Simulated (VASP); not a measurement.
A run of VASP 6.6.1 is set up as follows.

The input INCAR:

```
SYSTEM = CdS
PREC = Accurate
ENCUT = 520
EDIFF = 1E-6
ISMEAR = 0
SIGMA = 0.02
LREAL = .False.
LASPH = .True.
NELM = 80
ALGO = Normal
ISIF = 2
LWAVE = .False.
LCHARG = .False.
GGA = CA
NBANDS = 16
```

The input KPOINTS:

```
Automatic mesh
0
Gamma
  8 8 8
  0 0 0
```

The input POSCAR:

```
CdS
1.0
    0.0000000000      2.9393400439      2.9393400439
    2.9393400439      0.0000000000      2.9393400439
    2.9393400439      2.9393400439      0.0000000000
Cd S
1 1
Direct
    0.0000000000      0.0000000000      0.0000000000
    0.7500000000      0.7500000000      0.7500000000
```

Potentials or basis: VASP PAW LDA potentials, release 64 (Cd, S).

Run with:

```console
$ cat potpaw_LDA.64/Cd/POTCAR potpaw_LDA.64/S/POTCAR > POTCAR
$ mpirun -np 1 vasp_std > vasp.out
```

Q: Estimate the pressure.

A: -3.3 GPa.

Q: Estimate the band gap on the k mesh.

A: 0.84 eV.

Caveat: the cell differs from its parent crystal (strained cell); the cell stands under tension.
